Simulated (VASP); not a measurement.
# WC (Fm-3m) in VASP: notebook

WC is run at these levels: r2SCAN; tasks: single point.

Everything below comes from runs of VASP 6.6.1. Logs are shortened: lines on timing, memory, paths and dates and some standing lists are left out, and cuts for length are marked.

### 1 The cell of the first run

The structure is cubic, space group Fm-3m (No. 225). Conventional cell: a = 4.385 Å, b = 4.385 Å, c = 4.385 Å, α = 90.00°, β = 90.00°, γ = 90.00°. W (site symmetry m-3m) has 6 C at 2.19 Å within 2.9 Å. C (site symmetry m-3m) has 6 W at 2.19 Å within 2.9 Å.

### 2 Single point, r2SCAN

Input file POSCAR:

```
WC
1.0
    0.0000000000      2.1926800000      2.1926800000
    2.1926800000      0.0000000000      2.1926800000
    2.1926800000      2.1926800000      0.0000000000
W C
1 1
Direct
    0.0000000000      0.0000000000      0.0000000000
    0.5000000000      0.5000000000      0.5000000000
```

Input file INCAR.step1:

```
SYSTEM = WC
PREC     = Accurate       ! precision mode
ENCUT    = 520            ! plane-wave cutoff, eV
ISMEAR   = 0              ! smearing method
SIGMA    = 0.3            ! smearing width, eV
LREAL    = .FALSE.        ! projectors in reciprocal space
LASPH    = .TRUE.         ! aspherical terms in the spheres
NELM     = 60             ! most SCF steps
NBANDS   = 16             ! bands
GGA      = PE             ! functional
ALGO     = Normal         ! electronic algorithm
EDIFF    = 1E-4           ! SCF threshold, eV
LWAVE    = .TRUE.         ! write WAVECAR
LCHARG   = .FALSE.        ! write CHGCAR
```

Input file INCAR.step2:

```
SYSTEM = WC
PREC     = Accurate       ! precision mode
ENCUT    = 520            ! plane-wave cutoff, eV
EDIFF    = 1E-7           ! SCF threshold, eV
ISMEAR   = 0              ! smearing method
SIGMA    = 0.3            ! smearing width, eV
LREAL    = .FALSE.        ! projectors in reciprocal space
LASPH    = .TRUE.         ! aspherical terms in the spheres
NELM     = 60             ! most SCF steps
ALGO     = Normal         ! electronic algorithm
ISIF     = 2              ! what is computed and relaxed
LWAVE    = .FALSE.        ! write WAVECAR
LCHARG   = .TRUE.         ! write CHGCAR
METAGGA  = R2SCAN         ! meta-GGA
LMIXTAU  = .TRUE.       
LELF     = .TRUE.         ! ELF
LVHAR    = .TRUE.       
NBANDS   = 16             ! bands
ISTART   = 1
```

Input file KPOINTS:

```
regular mesh
0
G
  13 13 13
  0 0 0
```

Potentials or basis: VASP PAW PBE potentials, release 64 (W_sv, C).

On the command line:

```sh
$ cat potpaw_PBE.64/W_sv/POTCAR potpaw_PBE.64/C/POTCAR > POTCAR
$ cp INCAR.step1 INCAR
$ mpirun -np 1 vasp_std > vasp.out
$ cp INCAR.step2 INCAR
$ mpirun -np 1 vasp_std > vasp.out
```

OUTCAR:

```text
SYSTEM = WC
   PREC = Accurate
   ENCUT = 520
   EDIFF = 1E-7
   ISMEAR = 0
   LREAL = .FALSE.
   LASPH = .TRUE.
   NELM = 60
   ISIF = 2
   METAGGA = R2SCAN
   ISTART = 1

 ion  position               nearest neighbor table
   1  0.000  0.000  0.000-   2 2.19   2 2.19   2 2.19   2 2.19   2 2.19   2 2.19
   2  0.500  0.500  0.500-   1 2.19   1 2.19   1 2.19   1 2.19   1 2.19   1 2.19

  LATTYP: Found a face centered cubic cell.
 ALAT       =     4.3853600000

  Lattice vectors:

 A1 = (   0.0000000000,   2.1926800000,   2.1926800000)
 A2 = (   2.1926800000,   0.0000000000,   2.1926800000)
 A3 = (   2.1926800000,   2.1926800000,   0.0000000000)

Analysis of symmetry for initial positions (statically):
=====================================================================
 Subroutine PRICEL returns:
 Original cell was already a primitive cell.

 Routine SETGRP: Setting up the symmetry group for a
 face centered cubic supercell.

 Subroutine GETGRP returns: Found 48 space group operations
 (whereof 48 operations were pure point group operations)
 out of a pool of 48 trial point group operations.

The static configuration has the point symmetry O_h .

Analysis of symmetry for dynamics (positions and initial velocities):
=====================================================================
 Subroutine PRICEL returns:
 Original cell was already a primitive cell.

 Routine SETGRP: Setting up the symmetry group for a
 face centered cubic supercell.

 Subroutine GETGRP returns: Found 48 space group operations
 (whereof 48 operations were pure point group operations)
 out of a pool of 48 trial point group operations.

The dynamic configuration has the point symmetry O_h .

 Subroutine INISYM returns: Found 48 space group operations
 (whereof 48 operations are pure point group operations),
 and found     1 'primitive' translations

----------------------------------------------------------------------------------------

                                     Primitive cell

  volume of cell :      21.0841

  direct lattice vectors                    reciprocal lattice vectors
     0.000000000  2.192680000  2.192680000    -0.228031450  0.228031450  0.228031450
     2.192680000  0.000000000  2.192680000     0.228031450 -0.228031450  0.228031450
     2.192680000  2.192680000  0.000000000     0.228031450  0.228031450 -0.228031450

  length of vectors
     3.100917794  3.100917794  3.100917794     0.394962057  0.394962057  0.394962057

  position of ions in fractional coordinates (direct lattice)
     0.000000000  0.000000000  0.000000000
     0.500000000  0.500000000  0.500000000

  ion indices of the primitive-cell ions
   primitive index   ion index
                 1           1
                 2           2

----------------------------------------------------------------------------------------

 KPOINTS: regular mesh

Automatic generation of k-mesh.
 Grid dimensions read from file:
 generate k-points for:   13   13   13

 Generating k-lattice:

  Cartesian coordinates                     Fractional coordinates (reciprocal lattice)
    -0.017540881  0.017540881  0.017540881     0.076923077  0.000000000  0.000000000
     0.017540881 -0.017540881  0.017540881     0.000000000  0.076923077  0.000000000
     0.017540881  0.017540881 -0.017540881     0.000000000  0.000000000  0.076923077

  Length of vectors
     0.030381697  0.030381697  0.030381697

  Shift w.r.t. Gamma in fractional coordinates (k-lattice)
     0.000000000  0.000000000  0.000000000

 Subroutine IBZKPT returns following result:
 ===========================================

 Found     84 irreducible k-points:

 Following reciprocal coordinates:
            Coordinates               Weight
  0.000000  0.000000  0.000000      1.000000
  0.076923  0.000000  0.000000      8.000000
  0.153846  0.000000  0.000000      8.000000
  0.230769  0.000000  0.000000      8.000000
  0.307692  0.000000  0.000000      8.000000
  0.384615  0.000000  0.000000      8.000000
[... 16 lines left out ...]
  0.384615  0.153846  0.000000     24.000000
  0.461538  0.153846  0.000000     24.000000
 [... further k-points ...]
   k-points           NKPTS =     84   k-points in BZ     NKDIM =     84   number of bands    NBANDS=     16
   number of dos      NEDOS =    301   number of ions     NIONS =      2
   total plane-waves  NPLWV =  13824
   dimension x,y,z NGX =    24 NGY =   24 NGZ =   24
   dimension x,y,z NGXF=    48 NGYF=   48 NGZF=   48
   ions per type =               1   1
   NGX,Y,Z   is equivalent  to a cutoff of  12.87, 12.87, 12.87 a.u.
   NGXF,Y,Z  is equivalent  to a cutoff of  25.73, 25.73, 25.73 a.u.
 SYSTEM =  WC
   PREC   = accura    normal or accurate (medium, high low for compatibility)
   ISTART =      1    job   : 0-new  1-cont  2-samecut
   ICHARG =      0    charge: 1-file 2-atom 10-const
   ISPIN  =      1    spin polarized calculation?
   LNONCOLLINEAR =      F non collinear calculations
   LSORBIT =      F    spin-orbit coupling
   LASPH  =      T    aspherical Exc in radial PAW
   ENCUT  =  520.0 eV  38.22 Ry    6.18 a.u.   5.77  5.77  5.77*2*pi/ulx,y,z
   NELM   =     60;   NELMIN=  2; NELMDL=  0     # of ELM steps
   EDIFF  = 0.1E-06   stopping-criterion for ELM
   LREAL  =      F    real-space projection
   EDIFFG = 0.1E-05   stopping-criterion for IOM
   NSW    =      0    number of steps for IOM
   IBRION =     -1    ionic relax: 0-MD 1-quasi-New 2-CG
   NFREE  =      0    steps in history (QN), initial steepest desc. (CG)
   ISIF   =      2    stress and relaxation
   ISYM   =      2    0-nonsym 1-usesym 2-fastsym
   POTIM  = 0.5000    time-step for ionic-motion
   TEBEG  =    0.0;   TEEND  =   0.0 temperature during run
   PSTRESS=    0.0 pullay stress
   NELECT =      18.0000    total number of electrons
   NUPDOWN=      -1.0000    fix difference up-down
   EMIN   =  10.00;   EMAX   =-10.00  energy-range for DOS
   EFERMI =   0.00;   METHOD = LEGACY
   ISMEAR =     0;   SIGMA  =   0.30  broadening in eV -4-tet -1-fermi 0-gaus
   EFERMI_NEDOS =   21; number of points for ismear=-14 and -15
   IALGO  =     38    algorithm
   IMIX   =      4    mixing-type and parameters
     AMIX     =   0.40;   BMIX     =  1.00
     AMIX_MAG =   1.60;   BMIX_MAG =  1.00
  volume/ion in A,a.u.               =      10.54        71.14
  Fermi-wavevector in a.u.,A,eV,Ry     =   1.553032  2.934805 32.816007  2.411908
  Thomas-Fermi vector in A             =   2.657321
   LORBIT       =      0    0 simple, 1 ext, 2 COOP (PROOUT), +10 PAW based schemes
   METAGGA = R2SCAN    functional components
   LHFCALC =     F    Hartree Fock is set to
   AEXX    =    0.0000 exact exchange contribution
   IVDW    =     0    specifies the selected vdW correction
   LEPSILON=     F    determine dielectric tensor
   LRPA    =     F    only Hartree local field effects (RPA)
 non-spin polarized calculation
 Gauss-broadening in eV      SIGMA  =   0.30
  energy-cutoff  :      520.00
  volume of cell :       21.08
 maximum number of plane-waves:       578
   NGX = 11   NGY = 11   NGZ = 11

 number of electron      18.0000001 magnetization

 Free energy of the ion-electron system (eV)
  ---------------------------------------------------
  ext. energy  EPLUGINS =         0.00000000
  ---------------------------------------------------
  free energy    TOTEN  =       -60.64592089 eV

  energy without entropy =      -60.60370656  energy(sigma->0) =      -60.62481372

 E-fermi :  12.4171     XC(G=0): -14.8502

 val. band max:       12.3695383924   @ k =   0.2308   0.0000   0.0000
 cond. band min:      12.4930298647   @ k =   0.3077   0.2308   0.0769
 fundamental gap:      0.1234914723
 Fermi energy:        12.4170896253

 k-point     1 :       0.0000    0.0000    0.0000
  band No.  band energies     occupation
      1     -65.0537      2.00000
      2     -28.3890      2.00000
      3     -28.3890      2.00000
      4     -28.3890      2.00000
      5      -4.3042      2.00000
      6       9.5646      2.00000
[... 8 lines left out ...]
     15      23.0018      0.00000
     16      36.2326      0.00000

 k-point     2 :       0.0769    0.0000    0.0000
  band No.  band energies     occupation
      1     -65.0514      2.00000
      2     -28.4264      2.00000
      3     -28.3929      2.00000
      4     -28.3929      2.00000
      5      -4.1330      2.00000
      6       8.9304      2.00000
[... 8 lines left out ...]
     15      23.3910      0.00000
     16      34.5797      0.00000

 k-point     3 :       0.1538    0.0000    0.0000
  band No.  band energies     occupation
      1     -65.0448      2.00000
      2     -28.5287      2.00000
      3     -28.4037      2.00000
      4     -28.4037      2.00000
      5      -3.6373      2.00000
      6       7.6665      2.00000
[... 8 lines left out ...]
     15      24.3787      0.00000
     16      32.0936      0.00000

 k-point     4 :       0.2308    0.0000    0.0000
  band No.  band energies     occupation
      1     -65.0355      2.00000
      2     -28.6702      2.00000
      3     -28.4189      2.00000
      4     -28.4189      2.00000
      5      -2.8672      2.00000
      6       6.2456      2.00000
[... 8 lines left out ...]
     15      25.2973      0.00000
     16      30.7264      0.00000
[... 324 lines left out ...]
 k-point    22 :       0.3077    0.1538    0.0000
  band No.  band energies     occupation
      1     -65.0260      2.00000
      2     -28.7304      2.00000
      3     -28.4787      2.00000
      4     -28.4710      2.00000
      5      -2.2721      2.00000
      6       5.0012      2.00000
[... 8 lines left out ...]
     15      25.9761      0.00000
     16      28.0373      0.00000

 k-point    23 :       0.3846    0.1538    0.0000
  band No.  band energies     occupation
      1     -65.0175      2.00000
      2     -28.8460      2.00000
      3     -28.4968      2.00000
      4     -28.4908      2.00000
      5      -1.4704      2.00000
      6       4.2186      2.00000
[... 8 lines left out ...]
     15      25.2722      0.00000
     16      27.4081      0.00000

 k-point    24 :       0.4615    0.1538    0.0000
  band No.  band energies     occupation
      1     -65.0111      2.00000
      2     -28.9292      2.00000
      3     -28.5246      2.00000
      4     -28.4929      2.00000
      5      -0.6957      2.00000
      6       3.4676      2.00000
[... 8 lines left out ...]
     15      24.8005      0.00000
     16      26.5420      0.00000

 [... further k-points ...]

------------------------ aborting loop because EDIFF is reached ----------------------------------------

  FORCE on cell =-STRESS in cart. coord.  units (eV):
  Direction    XX          YY          ZZ          XY          YZ          ZX
  --------------------------------------------------------------------------------------
  -------------------------------------------------------------------------------------
  Total       -0.4581495     -0.4581495     -0.4581495      0.0000000      0.0000000      0.0000000
  in kB      -34.8146502    -34.8146502    -34.8146502      0.0000000      0.0000000      0.0000000
  external PRESSURE =     -34.8146502 kB  Pullay stress =       0.0000000 kB

 VOLUME and BASIS-vectors are now :
 -----------------------------------------------------------------------------
  energy-cutoff  :      520.00
  volume of cell :       21.08
      direct lattice vectors                 reciprocal lattice vectors
     0.000000000  2.192680000  2.192680000    -0.228031450  0.228031450  0.228031450
     2.192680000  0.000000000  2.192680000     0.228031450 -0.228031450  0.228031450
     2.192680000  2.192680000  0.000000000     0.228031450  0.228031450 -0.228031450

 POSITION                                       TOTAL-FORCE (eV/Angst)
 -----------------------------------------------------------------------------------
      0.00000      0.00000      0.00000         0.000000      0.000000      0.000000
      2.19268      2.19268      2.19268        -0.000000     -0.000000     -0.000000
 -----------------------------------------------------------------------------------
    total drift:                                0.000000     -0.000000     -0.000000

  FREE ENERGIE OF THE ION-ELECTRON SYSTEM (eV)
  ---------------------------------------------------
  free  energy   TOTEN  =       -60.6459208870 eV

  energy  without entropy=      -60.6037065580  energy(sigma->0) =      -60.62481372
```

It took 38 s on 1 thread of Intel Xeon 6975P-C (Granite Rapids), shared host; peak memory 0.16 GiB.

What came out:

- Free energy: -60.6459 eV
- Pressure: -3.5 GPa
- Band gap on the k mesh: zero (band 9 reaches 13.42 eV, above the bottom of band 10 at 10.20 eV)

Caveat: the PAW data sets were made with another functional, which shifts forces and pressure a little; spin-orbit coupling is left out, which moves the levels of the heavy elements.

(Continued in part 2 of 2.)
